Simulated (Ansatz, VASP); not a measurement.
**Y: VASP beside Ansatz**

The input INCAR:

```
PREC = Accurate
ENCUT = 520
EDIFF = 1E-6
ISMEAR = 0
SIGMA = 0.1
LREAL = False
LASPH = True
NELM = 80
ALGO = Normal
ISIF = 2
LWAVE = False
LCHARG = False
GGA = PS
NBANDS = 12
```

File KPOINTS:

```
Automatic mesh
0
Gamma
  6 6 6
```

POSCAR

```
Y
1.0
    3.8022838393      0.0000000000      0.0000000000
    0.0000000000      3.8022838393      0.0000000000
    0.0000000000      0.0000000000      3.8022838393
Y
1
Direct
    0.0000000000      0.0000000000      0.0000000000
```

Input for Ansatz:

```yaml
crystal:
  lattice:
    - [3.8022838393, 0.0, 0.0]
    - [0.0, 3.8022838393, 0.0]
    - [0.0, 0.0, 3.8022838393]
  atoms:
    - { symbol: "Y", position: [0.0, 0.0, 0.0] }
basis:
  ecutwfc: 420
kpoints:
  mp_grid: { grid: [6, 6, 6] }
hamiltonian:
  xc: pbesol
scf:
  occupations: { method: gaussian, width: 0.1 }
output:
  forces: true
  stress: true
  eigenvalues: true
```

Alike in both runs: task single point; functional PBEsol; k mesh 6 × 6 × 6; occupations gaussian, width 0.1 eV; no spin polarisation.

|  | VASP | Ansatz |
| --- | --- | --- |
| version | VASP 6.6.1 | Ansatz 0.2.0 |
| potentials or method | VASP PAW PBE potentials, release 64 (Y_sv), cutoff 520 eV | scalar-relativistic, plane waves, PAW |
| valence electrons in the cell | 11 | 11 |

|  | VASP | Ansatz | Ansatz less VASP |
| --- | --- | --- | --- |
| gap on the k mesh at the Fermi level (eV) | none | none | - |
| pressure (GPa) | -6.5 | -6.5 | 0.00 |

VASP's potentials were made for PBE, not for PBEsol. A gap of «none» marks a metal or a gap that the smearing closes. With one functional, cell and mesh, what is left measures potentials, basis and numerics.
